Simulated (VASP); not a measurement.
# TiO2 (I4_1/amd) in VASP: notebook

Aim: see how the results for TiO2 move with the level of theory and the settings. Levels: PBE, r2SCAN. Tasks: single point.

Program: VASP 6.6.1. These are calculated values, not measurements. Logs are shortened: lines on timing, memory, paths and dates and some standing lists are left out, and cuts for length are marked.

## (1) The cell of the first run

The structure is tetragonal, space group I4_1/amd (No. 141). Conventional cell: a = 3.799 Å, b = 3.799 Å, c = 9.698 Å, α = 90.00°, β = 90.00°, γ = 90.00°. Within 2.6 Å of Ti (site symmetry -4m2) lie 6 O at 1.95 to 2.00 Å. O (site symmetry 2mm) has 3 Ti at 1.95 to 2.00 Å and 2 O at 2.47 Å within 2.6 Å.

## (2) Single point, PBE

INCAR

```
  ALGO = Normal
  EDIFF = 1E-7
  ENCUT = 520
  GGA = PE
  ISIF = 2
  ISMEAR = -1
  LASPH = True
  LCHARG = True
  LELF = True
  LREAL = False
  LVHAR = True
  LWAVE = False
  NBANDS = 33
  NELM = 60
  PREC = Accurate
  SIGMA = 0.02
```

KPOINTS

```
k-points
0
Gamma
  8 8 8
```

POSCAR

```
TiO2
1.0
   -1.8996052401      1.8996052401      4.8488450591
    1.8996052401     -1.8996052401      4.8488450591
    1.8996052401      1.8996052401     -4.8488450591
Ti O
2 4
Direct
    0.0000000000      0.0000000000      0.0000000000
    0.7500000000      0.2500000000      0.5000000000
    0.9564829889      0.4564829889      0.5000000000
    0.2064829889      0.2064829889      0.0000000000
    0.5435170111      0.0435170111      0.5000000000
    0.7935170111      0.7935170111      0.0000000000
```

Potentials or basis: VASP PAW PBE potentials, release 64 (Ti_sv, O).

The run is started by

```sh
$ cat potpaw_PBE.64/Ti_sv/POTCAR potpaw_PBE.64/O/POTCAR > POTCAR
$ mpirun -np 1 vasp_std > vasp.out
```

OUTCAR:

```text
EDIFF = 1E-7
   ENCUT = 520
   GGA = PE
   ISIF = 2
   ISMEAR = -1
   LASPH = True
   LREAL = False
   NELM = 60
   PREC = Accurate

 ion  position               nearest neighbor table
   1  0.000  0.000  0.000-   5 1.95   3 1.95   5 1.95   3 1.95   4 2.00   6 2.00
   2  0.750  0.250  0.500-   6 1.95   4 1.95   6 1.95   4 1.95   3 2.00   5 2.00
   3  0.956  0.456  0.500-   1 1.95   1 1.95   2 2.00
   4  0.206  0.206  0.000-   2 1.95   2 1.95   1 2.00
   5  0.544  0.044  0.500-   1 1.95   1 1.95   2 2.00
   6  0.794  0.794  0.000-   2 1.95   2 1.95   1 2.00

  LATTYP: Found a body centered tetragonal cell.
 ALAT       =     3.7992104802
 C/A-ratio  =     2.5525540553

  Lattice vectors:

 A1 = (  -1.8996052401,   1.8996052401,   4.8488450591)
 A2 = (   1.8996052401,  -1.8996052401,   4.8488450591)
 A3 = (   1.8996052401,   1.8996052401,  -4.8488450591)

Analysis of symmetry for initial positions (statically):
=====================================================================
 Subroutine PRICEL returns:
 Original cell was already a primitive cell.

 Routine SETGRP: Setting up the symmetry group for a
 body centered tetragonal supercell.

 Subroutine GETGRP returns: Found 16 space group operations
 (whereof  8 operations were pure point group operations)
 out of a pool of 16 trial point group operations.

The static configuration has the point symmetry D_2d.
 The point group associated with its full space group is D_4h.

Analysis of symmetry for dynamics (positions and initial velocities):
=====================================================================
 Subroutine PRICEL returns:
 Original cell was already a primitive cell.

 Routine SETGRP: Setting up the symmetry group for a
 body centered tetragonal supercell.

 Subroutine GETGRP returns: Found 16 space group operations
 (whereof  8 operations were pure point group operations)
 out of a pool of 16 trial point group operations.

The dynamic configuration has the point symmetry D_2d.
 The point group associated with its full space group is D_4h.

 Subroutine INISYM returns: Found 16 space group operations
 (whereof  8 operations are pure point group operations),
 and found     1 'primitive' translations

----------------------------------------------------------------------------------------

                                     Primitive cell

[... 94 lines left out ...]
   LSORBIT =      F    spin-orbit coupling
   LASPH  =      T    aspherical Exc in radial PAW
   ENCUT  =  520.0 eV  38.22 Ry    6.18 a.u.  10.31 10.31 10.31*2*pi/ulx,y,z
   NELM   =     60;   NELMIN=  2; NELMDL= -5     # of ELM steps
   EDIFF  = 0.1E-06   stopping-criterion for ELM
   LREAL  =      F    real-space projection
   EDIFFG = 0.1E-05   stopping-criterion for IOM
   NSW    =      0    number of steps for IOM
   IBRION =     -1    ionic relax: 0-MD 1-quasi-New 2-CG
   NFREE  =      0    steps in history (QN), initial steepest desc. (CG)
   ISIF   =      2    stress and relaxation
   ISYM   =      2    0-nonsym 1-usesym 2-fastsym
   POTIM  = 0.5000    time-step for ionic-motion
   TEBEG  =    0.0;   TEEND  =   0.0 temperature during run
   PSTRESS=    0.0 pullay stress
   NELECT =      48.0000    total number of electrons
   NUPDOWN=      -1.0000    fix difference up-down
   EMIN   =  10.00;   EMAX   =-10.00  energy-range for DOS
   EFERMI =   0.00;   METHOD = LEGACY
   ISMEAR =    -1;   SIGMA  =   0.02  broadening in eV -4-tet -1-fermi 0-gaus
   EFERMI_NEDOS =   21; number of points for ismear=-14 and -15
   IALGO  =     38    algorithm
   IMIX   =      4    mixing-type and parameters
     AMIX     =   0.40;   BMIX     =  1.00
     AMIX_MAG =   1.60;   BMIX_MAG =  1.00
  volume/ion in A,a.u.               =      11.66        78.72
  Fermi-wavevector in a.u.,A,eV,Ry     =   1.443711  2.728218 28.358639  2.084301
  Thomas-Fermi vector in A             =   2.562088
   LORBIT       =      0    0 simple, 1 ext, 2 COOP (PROOUT), +10 PAW based schemes
   GGA     = PE    functional components
   LHFCALC =     F    Hartree Fock is set to
   AEXX    =    0.0000 exact exchange contribution
   IVDW    =     0    specifies the selected vdW correction
   LEPSILON=     F    determine dielectric tensor
   LRPA    =     F    only Hartree local field effects (RPA)
 non-spin polarized calculation
  energy-cutoff  :      520.00
  volume of cell :       69.99
 maximum number of plane-waves:      1897
 NGX is ok and might be reduce to    42
   NGX = 21   NGY = 21   NGZ = 21

 number of electron      47.9999996 magnetization

 Free energy of the ion-electron system (eV)
  ---------------------------------------------------
  ext. energy  EPLUGINS =         0.00000000
  ---------------------------------------------------
  free energy    TOTEN  =       -53.86476000 eV

  energy without entropy =      -53.86476000  energy(sigma->0) =      -53.86476000

 E-fermi :   3.5763     XC(G=0): -10.5928

 val. band max:        3.1186778075   @ k =  -0.3750   0.3750   0.0000
 cond. band min:       5.2540263486   @ k =   0.0000   0.0000   0.0000
 fundamental gap:      2.1353485411
 Fermi energy:         3.5762842566

 k-point     1 :       0.0000    0.0000    0.0000
  band No.  band energies     occupation
      1     -53.3140      2.00000
      2     -53.2629      2.00000
      3     -29.7429      2.00000
      4     -29.5243      2.00000
      5     -29.5243      2.00000
      6     -29.4628      2.00000
[... 853 lines left out ...]
     32       9.5670      0.00000
     33      10.1325      0.00000

 [... further k-points ...]
[... 5 lines left out ...]
  --------------------------------------------------------------------------------------
  -------------------------------------------------------------------------------------
  Total        0.2842031      0.2842031      0.3278353      0.0000000      0.0000000      0.0000000
  in kB        6.5060046      6.5060046      7.5048366      0.0000000      0.0000000      0.0000000
  external PRESSURE =       6.8389486 kB  Pullay stress =       0.0000000 kB

 VOLUME and BASIS-vectors are now :
 -----------------------------------------------------------------------------
  energy-cutoff  :      520.00
  volume of cell :       69.99
      direct lattice vectors                 reciprocal lattice vectors
    -1.899605240  1.899605240  4.848845059     0.000000000  0.263212582  0.103117339
     1.899605240 -1.899605240  4.848845059     0.263212582  0.000000000  0.103117339
     1.899605240  1.899605240 -4.848845059     0.263212582  0.263212582  0.000000000

 POSITION                                       TOTAL-FORCE (eV/Angst)
 -----------------------------------------------------------------------------------
      0.00000      0.00000      0.00000         0.000000      0.000000      0.000000
     -0.00000      1.89961      2.42442         0.000000      0.000000      0.000000
     -0.00000      1.89961      4.42683        -0.000000      0.000000      0.019475
      0.00000      0.00000      2.00241         0.000000     -0.000000      0.019475
      0.00000      1.89961      0.42201        -0.000000      0.000000     -0.019475
      0.00000      0.00000      7.69528         0.000000     -0.000000     -0.019475
 -----------------------------------------------------------------------------------
    total drift:                                0.000000     -0.000000     -0.000000

  FREE ENERGIE OF THE ION-ELECTRON SYSTEM (eV)
  ---------------------------------------------------
  free  energy   TOTEN  =       -53.8647600049 eV

  energy  without entropy=      -53.8647600049  energy(sigma->0) =      -53.86476000
```

OSZICAR:

```text
N       E                     dE             d eps       ncg     rms          rms(c)
DAV:   1     0.656005932570E+03    0.65601E+03   -0.24251E+04  3894   0.168E+03
DAV:   2     0.272947725956E+02   -0.62871E+03   -0.58348E+03  4308   0.503E+02
DAV:   3    -0.664195455201E+02   -0.93714E+02   -0.92217E+02  5351   0.188E+02
DAV:   4    -0.711392499686E+02   -0.47197E+01   -0.47110E+01  5932   0.406E+01
DAV:   5    -0.713266557342E+02   -0.18741E+00   -0.18738E+00  4945   0.609E+00    0.314E+01
DAV:   6    -0.540960663069E+02    0.17231E+02   -0.80400E+01  5484   0.881E+01    0.113E+01
DAV:   7    -0.541284827695E+02   -0.32416E-01   -0.15561E+01  5256   0.332E+01    0.918E+00
DAV:   8    -0.539689041687E+02    0.15958E+00   -0.52697E-01  5022   0.598E+00    0.673E+00
DAV:   9    -0.539518745379E+02    0.17030E-01   -0.10277E+00  5452   0.115E+01    0.279E+00
DAV:  10    -0.538800384918E+02    0.71836E-01   -0.54489E-01  5296   0.708E+00    0.104E+00
DAV:  11    -0.538657836799E+02    0.14255E-01   -0.54113E-02  5085   0.168E+00    0.524E-01
DAV:  12    -0.538653224986E+02    0.46118E-03   -0.10020E-02  4681   0.113E+00    0.197E-01
DAV:  13    -0.538647687017E+02    0.55380E-03   -0.15748E-03  5389   0.397E-01    0.322E-02
DAV:  14    -0.538647553314E+02    0.13370E-04   -0.18298E-04  5182   0.130E-01    0.186E-02
DAV:  15    -0.538647600158E+02   -0.46844E-05   -0.60554E-05  4784   0.485E-02    0.752E-03
DAV:  16    -0.538647601262E+02   -0.11042E-06   -0.42814E-06  4922   0.132E-02    0.323E-03
DAV:  17    -0.538647600218E+02    0.10443E-06   -0.66000E-07  4884   0.651E-03    0.745E-04
DAV:  18    -0.538647600049E+02    0.16938E-07   -0.67283E-08  2733   0.213E-03
   1 F= -.53864760E+02 E0= -.53864760E+02  d E =-.255578E-11
```

stdout:

```text
POSCAR found type information on POSCAR TiO
 POSCAR found :  2 types and       6 ions
 scaLAPACK will be used
 LDA part: xc-table for (Slater+PW92), standard interpolation
 POSCAR, INCAR and KPOINTS ok, starting setup
 FFT: planning ... GRIDC
 FFT: planning ... GRID_SOFT
 FFT: planning ... GRID
 WAVECAR not read
 entering main loop
```

Wall time 6.3 min (1 thread of Intel Xeon Platinum 8375C at 2.90GHz (Ice Lake), shared host); peak memory 0.31 GiB.

What came out:

```yaml
Free_energy: -53.8648 eV
Pressure: 0.7 GPa
Largest_force: 0.019 eV/Å
Band_gap_on_the_k_mesh: 2.14 eV (least direct gap 2.41 eV)
```

Forces on the atoms (eV/Å):
```
Ti   0.000  0.000  0.000
Ti   0.000  0.000  0.000
O    0.000  0.000  0.019
O    0.000  0.000  0.019
O    0.000  0.000 -0.019
O    0.000  0.000 -0.019
```

Levels at points of the mesh, in eV from the valence-band top:
```tsv
k point	band 20	band 21	band 22	band 23	band 24	band 25	band 26	band 27	band 28	band 29
(0.00, 0.00, 0.00)	-0.77	-0.77	-0.76	-0.39	-0.39	2.14	2.80	3.99	3.99	4.00
(0.50, 0.00, 0.00)	-1.87	-1.85	-0.85	-0.82	-0.61	3.21	3.48	3.54	3.55	4.22
(0.50, 0.50, 0.00)	-2.54	-1.95	-1.95	-0.02	-0.02	3.24	3.24	3.71	3.71	4.80
(0.50, 0.50, 0.50)	-1.30	-1.21	-1.21	-0.07	-0.07	2.46	2.46	3.72	3.72	4.28
```

(Continued in part 2 of 2.)
